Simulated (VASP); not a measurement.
A run of VASP 6.6.1:

INCAR

```
  PREC = Accurate
  ENCUT = 520
  EDIFF = 1E-6
  ISMEAR = 1
  SIGMA = 0.0231
  LREAL = False
  LASPH = True
  NELM = 80
  ALGO = Normal
  ISIF = 2
  LWAVE = False
  LCHARG = True
  GGA = PE
  LELF = True
  LVHAR = True
  NBANDS = 62
```

KPOINTS

```
regular mesh
0
Gamma
  3 5 5
```

POSCAR

```
Rh4Se3O4
1.0
   -8.0242404353      0.0000000000      0.0000000000
    0.0000000000     -3.4077987444     -0.0000001465
    0.0000000000      1.7038991102      6.0928752359
Rh Se O
4 3 4
Direct
    0.0000000000      0.0284039050      0.0568078100
    0.5000000000      0.0217259046      0.0434518092
    0.7411064519      0.6741143108      0.3482286216
    0.2588935481      0.6741143108      0.3482286216
    0.6923613666      0.3071012962      0.6142025924
    0.3076386334      0.3071012962      0.6142025924
    0.0000000000      0.3962529612      0.7925059223
    0.7522293299      0.0605688120      0.1211376240
    0.2477706701      0.0605688120      0.1211376240
    0.0000000000      0.6516539512      0.3033079023
    0.5000000000      0.6149644401      0.2299288802
```

Potentials or basis: VASP PAW PBE potentials, release 64 (Rh_pv, Se, O).

Launch:

```sh
$ cat potpaw_PBE.64/Rh_pv/POTCAR potpaw_PBE.64/Se/POTCAR potpaw_PBE.64/O/POTCAR > POTCAR
$ mpirun -np 1 vasp_std > vasp.out
```

Hardware: 1 thread of Oxide Virtual Turin-like Processor (shared host).

Problem. How long does it take, and how much memory?

Solution. Wall time 4.5 min on 1 thread of Oxide Virtual Turin-like Processor (shared host), peak memory 0.32 GiB. Counts: scf iterations 18, k points 18.
